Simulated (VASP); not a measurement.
# PbS (Fm-3m) in VASP: a series of runs, part 3 of 3

VASP 6.6.1.

## 5. Electric field gradients, LDA (volume scaled by 1.04)

INCAR reads:

```
PREC = Accurate ; ENCUT = 520
EDIFF = 1E-8 ; ISMEAR = -1
SIGMA = 0.01 ; LREAL = False
LASPH = True ; NELM = 80
ALGO = Normal ; ISIF = 2
LWAVE = False ; LCHARG = False
LEFG = True ; NBANDS = 17
```

KPOINTS reads:

```
regular mesh
0
Gamma
  7 7 7
```

POSCAR reads:

```
PbS
1.0
    0.0000000000      3.0040176323      3.0040176323
    3.0040176323      0.0000000000      3.0040176323
    3.0040176323      3.0040176323      0.0000000000
Pb S
1 1
Direct
    0.0000000000      0.0000000000      0.0000000000
    0.5000000000      0.5000000000      0.5000000000
```

Potentials or basis: VASP PAW LDA potentials, release 64 (Pb_d, S).

On the command line:

```sh
> cat potpaw_LDA.64/Pb_d/POTCAR potpaw_LDA.64/S/POTCAR > POTCAR
> mpirun -np 1 vasp_std > vasp.out
```

OUTCAR:

```text
PREC = Accurate
   ENCUT = 520
   EDIFF = 1E-8
   ISMEAR = -1
   LREAL = False
   LASPH = True
   NELM = 80
   ISIF = 2

 ion  position               nearest neighbor table
   1  0.000  0.000  0.000-   2 3.00   2 3.00   2 3.00   2 3.00   2 3.00   2 3.00
   2  0.500  0.500  0.500-   1 3.00   1 3.00   1 3.00   1 3.00   1 3.00   1 3.00

  LATTYP: Found a face centered cubic cell.
 ALAT       =     6.0080352646

  Lattice vectors:

 A1 = (   0.0000000000,   3.0040176323,   3.0040176323)
 A2 = (   3.0040176323,   0.0000000000,   3.0040176323)
 A3 = (   3.0040176323,   3.0040176323,   0.0000000000)

Analysis of symmetry for initial positions (statically):
=====================================================================
 Subroutine PRICEL returns:
 Original cell was already a primitive cell.

 Routine SETGRP: Setting up the symmetry group for a
 face centered cubic supercell.

 Subroutine GETGRP returns: Found 48 space group operations
 (whereof 48 operations were pure point group operations)
 out of a pool of 48 trial point group operations.

The static configuration has the point symmetry O_h .

Analysis of symmetry for dynamics (positions and initial velocities):
=====================================================================
 Subroutine PRICEL returns:
 Original cell was already a primitive cell.

 Routine SETGRP: Setting up the symmetry group for a
 face centered cubic supercell.

 Subroutine GETGRP returns: Found 48 space group operations
 (whereof 48 operations were pure point group operations)
 out of a pool of 48 trial point group operations.

The dynamic configuration has the point symmetry O_h .

 Subroutine INISYM returns: Found 48 space group operations
 (whereof 48 operations are pure point group operations),
 and found     1 'primitive' translations

----------------------------------------------------------------------------------------

                                     Primitive cell

  volume of cell :      54.2172

  direct lattice vectors                    reciprocal lattice vectors
     0.000000000  3.004017632  3.004017632    -0.166443763  0.166443763  0.166443763
     3.004017632  0.000000000  3.004017632     0.166443763 -0.166443763  0.166443763
     3.004017632  3.004017632  0.000000000     0.166443763  0.166443763 -0.166443763

  length of vectors
     4.248322477  4.248322477  4.248322477     0.288289055  0.288289055  0.288289055

  position of ions in fractional coordinates (direct lattice)
     0.000000000  0.000000000  0.000000000
     0.500000000  0.500000000  0.500000000

  ion indices of the primitive-cell ions
   primitive index   ion index
                 1           1
                 2           2

----------------------------------------------------------------------------------------

 KPOINTS: regular mesh

Automatic generation of k-mesh.
 Grid dimensions read from file:
 generate k-points for:    7    7    7

[... 63 lines left out ...]
   NFREE  =      0    steps in history (QN), initial steepest desc. (CG)
   ISIF   =      2    stress and relaxation
   ISYM   =      2    0-nonsym 1-usesym 2-fastsym
   POTIM  = 0.5000    time-step for ionic-motion
   TEBEG  =    0.0;   TEEND  =   0.0 temperature during run
   PSTRESS=    0.0 pullay stress
   NELECT =      20.0000    total number of electrons
   NUPDOWN=      -1.0000    fix difference up-down
   EMIN   =  10.00;   EMAX   =-10.00  energy-range for DOS
   EFERMI =   0.00;   METHOD = LEGACY
   ISMEAR =    -1;   SIGMA  =   0.01  broadening in eV -4-tet -1-fermi 0-gaus
   EFERMI_NEDOS =   21; number of points for ismear=-14 and -15
   IALGO  =     38    algorithm
   IMIX   =      4    mixing-type and parameters
     AMIX     =   0.40;   BMIX     =  1.00
     AMIX_MAG =   1.60;   BMIX_MAG =  1.00
  volume/ion in A,a.u.               =      27.11       182.94
  Fermi-wavevector in a.u.,A,eV,Ry     =   1.174102  2.218730 18.755830  1.378515
  Thomas-Fermi vector in A             =   2.310504
   LORBIT       =      0    0 simple, 1 ext, 2 COOP (PROOUT), +10 PAW based schemes
   GGA     = CA    functional components
   LHFCALC =     F    Hartree Fock is set to
   AEXX    =    0.0000 exact exchange contribution
   IVDW    =     0    specifies the selected vdW correction
   LEPSILON=     F    determine dielectric tensor
   LRPA    =     F    only Hartree local field effects (RPA)
 non-spin polarized calculation
  energy-cutoff  :      520.00
  volume of cell :       54.22
 maximum number of plane-waves:      1471
   NGX = 15   NGY = 15   NGZ = 15

 number of electron      20.0000003 magnetization

 Free energy of the ion-electron system (eV)
  ---------------------------------------------------
  ext. energy  EPLUGINS =         0.00000000
  ---------------------------------------------------
  free energy    TOTEN  =        -9.93979017 eV

  energy without entropy =       -9.93979017  energy(sigma->0) =       -9.93979017

 E-fermi :   5.0443     XC(G=0):  -9.8553

 val. band max:        4.8074371783   @ k =   0.4286   0.0000   0.0000
 cond. band min:       5.7182584272   @ k =   0.4286   0.0000   0.0000
 fundamental gap:      0.9108212489
 Fermi energy:         5.0443378138

 k-point     1 :       0.0000    0.0000    0.0000
  band No.  band energies     occupation
      1     -11.6193      2.00000
      2     -11.6193      2.00000
      3     -11.6193      2.00000
      4     -11.6092      2.00000
      5     -11.6092      2.00000
      6      -8.1371      2.00000
[... 377 lines left out ...]
      4     -11.5958      2.00000
      5     -11.5682      2.00000
      6      -6.5581      2.00000
[... 9 lines left out ...]
     16      16.7714      0.00000
     17      17.2422      0.00000

------------------------ aborting loop because EDIFF is reached ----------------------------------------

  FORCE on cell =-STRESS in cart. coord.  units (eV):
  Direction    XX          YY          ZZ          XY          YZ          ZX
  --------------------------------------------------------------------------------------
  -------------------------------------------------------------------------------------
  Total       -1.5167876     -1.5167876     -1.5167876     -0.0000000      0.0000000     -0.0000000
  in kB      -44.8226913    -44.8226913    -44.8226913     -0.0000000      0.0000000     -0.0000000
  external PRESSURE =     -44.8226913 kB  Pullay stress =       0.0000000 kB

 VOLUME and BASIS-vectors are now :
 -----------------------------------------------------------------------------
  energy-cutoff  :      520.00
  volume of cell :       54.22
      direct lattice vectors                 reciprocal lattice vectors
     0.000000000  3.004017632  3.004017632    -0.166443763  0.166443763  0.166443763
     3.004017632  0.000000000  3.004017632     0.166443763 -0.166443763  0.166443763
     3.004017632  3.004017632  0.000000000     0.166443763  0.166443763 -0.166443763

 POSITION                                       TOTAL-FORCE (eV/Angst)
 -----------------------------------------------------------------------------------
      0.00000      0.00000      0.00000        -0.000000      0.000000     -0.000000
      3.00402      3.00402      3.00402         0.000000     -0.000000      0.000000
 -----------------------------------------------------------------------------------
    total drift:                                0.000000     -0.000000     -0.000000

  FREE ENERGIE OF THE ION-ELECTRON SYSTEM (eV)
  ---------------------------------------------------
  free  energy   TOTEN  =        -9.9397901686 eV

  energy  without entropy=       -9.9397901686  energy(sigma->0) =       -9.93979017

 Electric field gradients (V/A^2)
---------------------------------------------------------------------
 ion       V_xx      V_yy      V_zz      V_xy      V_xz      V_yz
---------------------------------------------------------------------
   1       0.000     0.000     0.000    -0.001    -0.001    -0.001
   2       0.000    -0.000     0.000    -0.001    -0.001    -0.001
---------------------------------------------------------------------

 Electric field gradients after diagonalization (V/A^2)
 (convention: |V_zz| > |V_xx| > |V_yy|)
----------------------------------------------------------------------
 ion       V_xx      V_yy      V_zz     asymmetry (V_yy - V_xx)/ V_zz
----------------------------------------------------------------------
   1       0.001     0.001    -0.002       0.000
   2       0.001     0.001    -0.001       0.000
----------------------------------------------------------------------

           NMR quadrupolar parameters

 Cq : quadrupolar parameter    Cq=e*Q*V_zz/h
 eta: asymmetry parameters     (V_yy - V_xx)/ V_zz
 Q  : nuclear electric quadrupole moment in mb (millibarn)
----------------------------------------------------------------------
 ion       Cq(MHz)       eta       Q (mb)
----------------------------------------------------------------------
   1      -0.000       0.000       1.000
   2      -0.000       0.000       1.000
----------------------------------------------------------------------
```

stdout:

```text
POSCAR found type information on POSCAR PbS
 POSCAR found :  2 types and       2 ions
 scaLAPACK will be used
 LDA part: xc-table for (Slater(with rela. corr.)+CA(PZ))
 , standard interpolation
 POSCAR, INCAR and KPOINTS ok, starting setup
 FFT: planning ... GRIDC
 FFT: planning ... GRID_SOFT
 FFT: planning ... GRID
 WAVECAR not read
 entering main loop
ion   1

ion   2
```

Wall time 27 s (1 thread of Intel Xeon 8259CL, shared host); peak memory 0.16 GiB.

What came out:

```
Free energy : -9.9398 eV
Pressure    : -4.5 GPa
```

Caveat: this odd mesh misses L, where the gap lies, so gap, dielectric constants and Born charges aren't listed; without QUAD_EFG the Cq values of the log hold for a quadrupole moment of 1 mb, not for the nuclei; spin-orbit coupling is left out, which moves the levels of the heavy elements.

## 6. Electric field gradients, LDA (volume scaled by 1.02)

INCAR reads:

```
SYSTEM = PbS
PREC     = Accurate       ! precision mode
ENCUT    = 520            ! plane-wave cutoff, eV
EDIFF    = 1E-8           ! SCF threshold, eV
ISMEAR   = -1             ! smearing method
SIGMA    = 0.01           ! smearing width, eV
LREAL    = .False.        ! projectors in reciprocal space
LASPH    = .True.         ! aspherical terms in the spheres
NELM     = 100            ! most SCF steps
ALGO     = Normal         ! electronic algorithm
ISIF     = 2              ! what is computed and relaxed
LWAVE    = .False.        ! write WAVECAR
LCHARG   = .False.        ! write CHGCAR
LEFG     = .True.       
NBANDS   = 17             ! bands
```

KPOINTS reads:

```
Automatic mesh
0
Gamma
  7 7 7
  0 0 0
```

POSCAR reads:

```
PbS
1.0
    0.0000000000      2.9846363338      2.9846363338
    2.9846363338      0.0000000000      2.9846363338
    2.9846363338      2.9846363338      0.0000000000
Pb S
1 1
Direct
    0.0000000000      0.0000000000      0.0000000000
    0.5000000000      0.5000000000      0.5000000000
```

Potentials or basis: VASP PAW LDA potentials, release 64 (Pb_d, S).

On the command line:

```sh
> cat potpaw_LDA.64/Pb_d/POTCAR potpaw_LDA.64/S/POTCAR > POTCAR
> mpirun -np 1 vasp_std > vasp.out
```

OUTCAR:

```text
SYSTEM = PbS
   PREC = Accurate
   ENCUT = 520
   EDIFF = 1E-8
   ISMEAR = -1
   LREAL = .False.
   LASPH = .True.
   NELM = 100
   ISIF = 2

 ion  position               nearest neighbor table
   1  0.000  0.000  0.000-   2 2.98   2 2.98   2 2.98   2 2.98   2 2.98   2 2.98
   2  0.500  0.500  0.500-   1 2.98   1 2.98   1 2.98   1 2.98   1 2.98   1 2.98

  LATTYP: Found a face centered cubic cell.
 ALAT       =     5.9692726676

  Lattice vectors:

 A1 = (   0.0000000000,   2.9846363338,   2.9846363338)
 A2 = (   2.9846363338,   0.0000000000,   2.9846363338)
 A3 = (   2.9846363338,   2.9846363338,   0.0000000000)

Analysis of symmetry for initial positions (statically):
[... 604 lines left out ...]
  energy  without entropy=       -9.9656652947  energy(sigma->0) =       -9.96566529

 Electric field gradients (V/A^2)
---------------------------------------------------------------------
 ion       V_xx      V_yy      V_zz      V_xy      V_xz      V_yz
---------------------------------------------------------------------
   1      -0.000    -0.000     0.000    -0.001    -0.001    -0.001
   2      -0.000    -0.000     0.000    -0.000    -0.000    -0.000
---------------------------------------------------------------------

 Electric field gradients after diagonalization (V/A^2)
 (convention: |V_zz| > |V_xx| > |V_yy|)
----------------------------------------------------------------------
 ion       V_xx      V_yy      V_zz     asymmetry (V_yy - V_xx)/ V_zz
----------------------------------------------------------------------
   1       0.001     0.001    -0.002       0.000
   2       0.000     0.000    -0.001       0.000
----------------------------------------------------------------------

           NMR quadrupolar parameters

 Cq : quadrupolar parameter    Cq=e*Q*V_zz/h
 eta: asymmetry parameters     (V_yy - V_xx)/ V_zz
 Q  : nuclear electric quadrupole moment in mb (millibarn)
----------------------------------------------------------------------
 ion       Cq(MHz)       eta       Q (mb)
----------------------------------------------------------------------
   1      -0.000       0.000       1.000
   2      -0.000       0.000       1.000
----------------------------------------------------------------------
```

OSZICAR:

```text
N       E                     dE             d eps       ncg     rms          rms(c)
DAV:   1     0.157230006340E+03    0.15723E+03   -0.98059E+03   680   0.124E+03
DAV:   2     0.200424239011E+01   -0.15523E+03   -0.14923E+03   723   0.313E+02
DAV:   3    -0.101020985579E+02   -0.12106E+02   -0.12027E+02   876   0.904E+01
DAV:   4    -0.104236629280E+02   -0.32156E+00   -0.32121E+00   862   0.161E+01
DAV:   5    -0.104339193045E+02   -0.10256E-01   -0.10256E-01   980   0.290E+00    0.434E+00
DAV:   6    -0.997686361414E+01    0.45706E+00   -0.13776E+00  1067   0.779E+00    0.306E+00
DAV:   7    -0.996994024991E+01    0.69234E-02   -0.10410E-01   836   0.160E+00    0.171E+00
DAV:   8    -0.996603369686E+01    0.39066E-02   -0.12016E-02   780   0.104E+00    0.235E-01
DAV:   9    -0.996564752716E+01    0.38617E-03   -0.25819E-03  1028   0.371E-01    0.773E-02
DAV:  10    -0.996566890787E+01   -0.21381E-04   -0.15685E-04   800   0.712E-02    0.521E-02
DAV:  11    -0.996566541661E+01    0.34913E-05   -0.17058E-05   943   0.400E-02    0.819E-03
DAV:  12    -0.996566531085E+01    0.10577E-06   -0.83358E-07   981   0.129E-02    0.282E-03
DAV:  13    -0.996566529186E+01    0.18991E-07   -0.16211E-07   809   0.268E-03    0.116E-03
DAV:  14    -0.996566529466E+01   -0.28072E-08   -0.60375E-09   644   0.523E-04
   1 F= -.99656653E+01 E0= -.99656653E+01  d E =-.138112E-11
```

Wall time 27 s (1 thread of Intel Xeon 8259CL, shared host); peak memory 0.16 GiB.

What came out:

* Free energy: -9.9657 eV
* Pressure: -3.6 GPa

Caveat: this odd mesh misses L, where the gap lies, so gap, dielectric constants and Born charges aren't listed; without QUAD_EFG the Cq values of the log hold for a quadrupole moment of 1 mb, not for the nuclei; spin-orbit coupling is left out, which moves the levels of the heavy elements.

## 7. Overview

```tsv
cell	pressure (GPa)
a = 4.179 Å, angles 60.0°, 2 atoms	-2.0
a = 4.207 Å, angles 60.0°, 2 atoms	-3.1
a = 4.248 Å, angles 60.0°, 2 atoms	-4.5
a = 4.221 Å, angles 60.0°, 2 atoms	-3.6
```

Alike in all rows: task electric field gradients; level LDA; potentials or basis VASP PAW LDA potentials, release 64 (Pb_d, S); no spin polarisation; k mesh 7 × 7 × 7; cutoff (eV) 520; smearing fermi-dirac 0.01 eV.

Caveats: spin-orbit coupling is left out, which moves the levels of the heavy elements.

Absolute energies hang on the potentials; compare differences alone.
